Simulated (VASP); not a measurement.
# Au (Im-3m) in VASP: notebook

The runs below take Au through single point, with revPBE.

Everything below comes from runs of VASP 6.6.1. Logs are shortened: lines on timing, memory, paths and dates and some standing lists are left out, and cuts for length are marked.

### 1 The cell of the first run

It takes space group Im-3m (No. 229, cubic). The conventional cell has a = 3.326 Å, b = 3.326 Å, c = 3.326 Å, α = 90.00°, β = 90.00°, γ = 90.00°. Within 3.8 Å of Au (site symmetry m-3m) lie 14 Au at 2.88 to 3.33 Å.

### 2 Single point, revPBE

Input file INCAR:

```
PREC = Accurate ; ENCUT = 520
EDIFF = 1E-6 ; ISMEAR = -1
SIGMA = 0.1 ; LREAL = False
LASPH = True ; NELM = 100
ALGO = Normal ; ISIF = 2
LWAVE = False ; LCHARG = False
GGA = RE ; NBANDS = 12
```

Input file KPOINTS:

```
regular mesh
0
Gamma
  15 15 15
```

Input file POSCAR:

```
Au
1.0
   -1.6629995230      1.6629995230      1.6629995230
    1.6629995230     -1.6629995230      1.6629995230
    1.6629995230      1.6629995230     -1.6629995230
Au
1
Direct
    0.0000000000      0.0000000000      0.0000000000
```

Potentials or basis: VASP PAW PBE potentials, release 64 (Au).

The run is started by

```sh
> cat potpaw_PBE.64/Au/POTCAR > POTCAR
> mpirun -np 1 vasp_std > vasp.out
```

OUTCAR:

```text
PREC = Accurate
   ENCUT = 520
   EDIFF = 1E-6
   ISMEAR = -1
   LREAL = False
   LASPH = True
   NELM = 100
   ISIF = 2
   GGA = RE

 ion  position               nearest neighbor table
   1  0.000  0.000  0.000-

  LATTYP: Found a body centered cubic cell.
 ALAT       =     3.3259990460

  Lattice vectors:

 A1 = (  -1.6629995230,   1.6629995230,   1.6629995230)
 A2 = (   1.6629995230,  -1.6629995230,   1.6629995230)
 A3 = (   1.6629995230,   1.6629995230,  -1.6629995230)

Analysis of symmetry for initial positions (statically):
=====================================================================
 Subroutine PRICEL returns:
 Original cell was already a primitive cell.

 Routine SETGRP: Setting up the symmetry group for a
 body centered cubic supercell.

 Subroutine GETGRP returns: Found 48 space group operations
 (whereof 48 operations were pure point group operations)
 out of a pool of 48 trial point group operations.

The static configuration has the point symmetry O_h .

Analysis of symmetry for dynamics (positions and initial velocities):
=====================================================================
 Subroutine PRICEL returns:
 Original cell was already a primitive cell.

 Routine SETGRP: Setting up the symmetry group for a
 body centered cubic supercell.

 Subroutine GETGRP returns: Found 48 space group operations
 (whereof 48 operations were pure point group operations)
 out of a pool of 48 trial point group operations.

The dynamic configuration has the point symmetry O_h .

 Subroutine INISYM returns: Found 48 space group operations
 (whereof 48 operations are pure point group operations),
 and found     1 'primitive' translations

----------------------------------------------------------------------------------------

                                     Primitive cell

  volume of cell :      18.3965

  direct lattice vectors                    reciprocal lattice vectors
    -1.662999523  1.662999523  1.662999523     0.000000000  0.300661541  0.300661541
     1.662999523 -1.662999523  1.662999523     0.300661541  0.000000000  0.300661541
     1.662999523  1.662999523 -1.662999523     0.300661541  0.300661541  0.000000000

  length of vectors
     2.880399667  2.880399667  2.880399667     0.425199630  0.425199630  0.425199630

  position of ions in fractional coordinates (direct lattice)
     0.000000000  0.000000000  0.000000000

  ion indices of the primitive-cell ions
   primitive index   ion index
                 1           1

----------------------------------------------------------------------------------------

 KPOINTS: regular mesh

Automatic generation of k-mesh.
 Grid dimensions read from file:
 generate k-points for:   15   15   15

 Generating k-lattice:

  Cartesian coordinates                     Fractional coordinates (reciprocal lattice)
     0.000000000  0.020044103  0.020044103     0.066666667  0.000000000  0.000000000
     0.020044103  0.000000000  0.020044103     0.000000000  0.066666667  0.000000000
     0.020044103  0.020044103  0.000000000     0.000000000  0.000000000  0.066666667

  Length of vectors
     0.028346642  0.028346642  0.028346642

  Shift w.r.t. Gamma in fractional coordinates (k-lattice)
     0.000000000  0.000000000  0.000000000

 Subroutine IBZKPT returns following result:
 ===========================================

 Found    120 irreducible k-points:

 Following reciprocal coordinates:
            Coordinates               Weight
  0.000000  0.000000  0.000000      1.000000
  0.066667  0.000000  0.000000     12.000000
  0.133333  0.000000  0.000000     12.000000
  0.200000  0.000000  0.000000     12.000000
  0.266667  0.000000  0.000000     12.000000
  0.333333  0.000000  0.000000     12.000000
[... 16 lines left out ...]
  0.333333  0.200000  0.000000     48.000000
  0.400000  0.200000  0.000000     24.000000
 [... further k-points ...]
   k-points           NKPTS =    120   k-points in BZ     NKDIM =    120   number of bands    NBANDS=     12
   number of dos      NEDOS =    301   number of ions     NIONS =      1
   total plane-waves  NPLWV =  13824
   dimension x,y,z NGX =    24 NGY =   24 NGZ =   24
   dimension x,y,z NGXF=    48 NGYF=   48 NGZF=   48
   ions per type =               1
   NGX,Y,Z   is equivalent  to a cutoff of  13.85, 13.85, 13.85 a.u.
   NGXF,Y,Z  is equivalent  to a cutoff of  27.70, 27.70, 27.70 a.u.
 SYSTEM =  unknown system
   PREC   = accura    normal or accurate (medium, high low for compatibility)
   ISTART =      0    job   : 0-new  1-cont  2-samecut
   ICHARG =      2    charge: 1-file 2-atom 10-const
   ISPIN  =      1    spin polarized calculation?
   LNONCOLLINEAR =      F non collinear calculations
   LSORBIT =      F    spin-orbit coupling
   LASPH  =      T    aspherical Exc in radial PAW
   ENCUT  =  520.0 eV  38.22 Ry    6.18 a.u.   5.36  5.36  5.36*2*pi/ulx,y,z
   NELM   =    100;   NELMIN=  2; NELMDL= -5     # of ELM steps
   EDIFF  = 0.1E-05   stopping-criterion for ELM
   LREAL  =      F    real-space projection
   EDIFFG = 0.1E-04   stopping-criterion for IOM
   NSW    =      0    number of steps for IOM
   IBRION =     -1    ionic relax: 0-MD 1-quasi-New 2-CG
   NFREE  =      0    steps in history (QN), initial steepest desc. (CG)
   ISIF   =      2    stress and relaxation
   ISYM   =      2    0-nonsym 1-usesym 2-fastsym
   POTIM  = 0.5000    time-step for ionic-motion
   TEBEG  =    0.0;   TEEND  =   0.0 temperature during run
   PSTRESS=    0.0 pullay stress
   NELECT =      11.0000    total number of electrons
   NUPDOWN=      -1.0000    fix difference up-down
   EMIN   =  10.00;   EMAX   =-10.00  energy-range for DOS
   EFERMI =   0.00;   METHOD = LEGACY
   ISMEAR =    -1;   SIGMA  =   0.10  broadening in eV -4-tet -1-fermi 0-gaus
   EFERMI_NEDOS =   21; number of points for ismear=-14 and -15
   IALGO  =     38    algorithm
   IMIX   =      4    mixing-type and parameters
     AMIX     =   0.40;   BMIX     =  1.00
     AMIX_MAG =   1.60;   BMIX_MAG =  1.00
  volume/ion in A,a.u.               =      18.40       124.15
  Fermi-wavevector in a.u.,A,eV,Ry     =   1.379199  2.606308 25.880865  1.902190
  Thomas-Fermi vector in A             =   2.504191
   LORBIT       =      0    0 simple, 1 ext, 2 COOP (PROOUT), +10 PAW based schemes
   GGA     = RE    functional components
   LHFCALC =     F    Hartree Fock is set to
   AEXX    =    0.0000 exact exchange contribution
   IVDW    =     0    specifies the selected vdW correction
   LEPSILON=     F    determine dielectric tensor
   LRPA    =     F    only Hartree local field effects (RPA)
 non-spin polarized calculation
  energy-cutoff  :      520.00
  volume of cell :       18.40
 maximum number of plane-waves:       531
 NGX is ok and might be reduce to    24
   NGX = 11   NGY = 11   NGZ = 11

 number of electron      10.9999998 magnetization

 Free energy of the ion-electron system (eV)
  ---------------------------------------------------
  ext. energy  EPLUGINS =         0.00000000
  ---------------------------------------------------
  free energy    TOTEN  =        -2.72189337 eV

  energy without entropy =       -2.71125303  energy(sigma->0) =       -2.71657320

 E-fermi :   8.2507     XC(G=0): -12.1950

 val. band max:        8.2489652303   @ k =  -0.4000   0.4667   0.0667
 cond. band min:       8.2985356020   @ k =  -0.4000   0.4000   0.2000
 fundamental gap:      0.0495703716
 Fermi energy:         8.2506868882

 k-point     1 :       0.0000    0.0000    0.0000
  band No.  band energies     occupation
      1      -0.7067      2.00000
      2       3.8656      2.00000
      3       3.8656      2.00000
      4       3.8656      2.00000
      5       5.5665      2.00000
      6       5.5665      2.00000
      7      24.8187      0.00000
      8      24.8187      0.00000
      9      24.8187      0.00000
     10      31.3499      0.00000
     11      31.3499      0.00000
     12      31.3499      0.00000

 k-point     2 :       0.0667    0.0000    0.0000
  band No.  band energies     occupation
      1      -0.5534      2.00000
      2       3.8201      2.00000
      3       3.8707      2.00000
      4       3.9689      2.00000
      5       5.5128      2.00000
      6       5.5698      2.00000
      7      24.7471      0.00000
      8      24.8438      0.00000
      9      25.0036      0.00000
     10      29.8257      0.00000
     11      29.9293      0.00000
     12      30.7776      0.00000

 k-point     3 :       0.1333    0.0000    0.0000
  band No.  band energies     occupation
      1      -0.1107      2.00000
      2       3.6935      2.00000
      3       3.8813      2.00000
      4       4.2702      2.00000
      5       5.3924      2.00000
      6       5.5806      2.00000
      7      24.0521      0.00000
      8      24.6875      0.00000
      9      25.5342      0.00000
     10      28.0374      0.00000
     11      28.7690      0.00000
     12      29.3334      0.00000
[... 286 lines left out ...]
 k-point    23 :       0.3333    0.2000    0.0000
  band No.  band energies     occupation
      1       2.4064      2.00000
      2       3.2010      2.00000
      3       4.4819      2.00000
      4       5.4193      2.00000
      5       5.9383      2.00000
      6       9.4515      0.00001
      7      13.0884      0.00000
      8      17.5550      0.00000
      9      21.9883      0.00000
     10      28.2371      0.00000
     11      30.2644      0.00000
     12      33.1141      0.00000

 k-point    24 :       0.4000    0.2000    0.0000
  band No.  band energies     occupation
      1       2.3919      2.00000
      2       3.1740      2.00000
      3       4.6309      2.00000
      4       5.4442      2.00000
      5       6.0411      2.00000
      6      10.8896      0.00000
      7      11.3730      0.00000
      8      17.2628      0.00000
      9      21.8451      0.00000
     10      28.5933      0.00000
     11      29.9413      0.00000
     12      33.0644      0.00000

 [... further k-points ...]
[... 5 lines left out ...]
  --------------------------------------------------------------------------------------
  -------------------------------------------------------------------------------------
  Total        0.0095590      0.0095590      0.0095590      0.0000000      0.0000000      0.0000000
  in kB        0.8325082      0.8325082      0.8325082      0.0000000      0.0000000      0.0000000
  external PRESSURE =       0.8325082 kB  Pullay stress =       0.0000000 kB

 VOLUME and BASIS-vectors are now :
 -----------------------------------------------------------------------------
  energy-cutoff  :      520.00
  volume of cell :       18.40
      direct lattice vectors                 reciprocal lattice vectors
    -1.662999523  1.662999523  1.662999523     0.000000000  0.300661541  0.300661541
     1.662999523 -1.662999523  1.662999523     0.300661541  0.000000000  0.300661541
     1.662999523  1.662999523 -1.662999523     0.300661541  0.300661541  0.000000000

 POSITION                                       TOTAL-FORCE (eV/Angst)
 -----------------------------------------------------------------------------------
      0.00000      0.00000      0.00000         0.000000      0.000000      0.000000
 -----------------------------------------------------------------------------------
    total drift:                               -0.000000      0.000000     -0.000000

  FREE ENERGIE OF THE ION-ELECTRON SYSTEM (eV)
  ---------------------------------------------------
  free  energy   TOTEN  =        -2.7218933677 eV

  energy  without entropy=       -2.7112530272  energy(sigma->0) =       -2.71657320
```

Wall time 14 s (1 thread of Intel Xeon 6975P-C, shared host); peak memory 0.16 GiB.

Results:

| Property | Result |
| --- | --- |
| Free energy | -2.7219 eV |
| Pressure | 0.1 GPa |

Caveat: the PAW data sets were made with another functional, which shifts forces and pressure a little; spin-orbit coupling is left out, which moves the levels of the heavy elements.

### 3 Single point, revPBE (volume scaled by 1.04)

Input file INCAR:

```
SYSTEM = Au
PREC = Accurate ; ENCUT = 520
EDIFF = 1E-6 ; ISMEAR = -1
SIGMA = 0.1 ; LREAL = .FALSE.
LASPH = .TRUE. ; NELM = 100
ALGO = Normal ; ISIF = 2
LWAVE = .FALSE. ; LCHARG = .FALSE.
GGA = RE ; NBANDS = 12
```

Input file KPOINTS:

```
Automatic mesh
0
G
  15 15 15
  0 0 0
```

Input file POSCAR:

```
Au
1.0
   -1.6848836053      1.6848836053      1.6848836053
    1.6848836053     -1.6848836053      1.6848836053
    1.6848836053      1.6848836053     -1.6848836053
Au
1
Direct
    0.0000000000      0.0000000000      0.0000000000
```

Potentials or basis: VASP PAW PBE potentials, release 64 (Au).

The run is started by

```sh
> cat potpaw_PBE.64/Au/POTCAR > POTCAR
> mpirun -np 1 vasp_std > vasp.out
```

Wall time 12 s (1 thread of Intel Xeon 6975P-C, shared host); peak memory 0.16 GiB.

The run converged. Its results:

* Free energy: -2.7125 eV
* Pressure: -4.2 GPa

Levels at points of the mesh, in eV from the Fermi level:
```
           k point  band 3  band 4  band 5  band 6  band 7  band 8
(0.00, 0.00, 0.00)   -4.20   -4.20   -2.61   -2.61   16.52   16.52
```

Caveat: the PAW data sets were made with another functional, which shifts forces and pressure a little; spin-orbit coupling is left out, which moves the levels of the heavy elements.
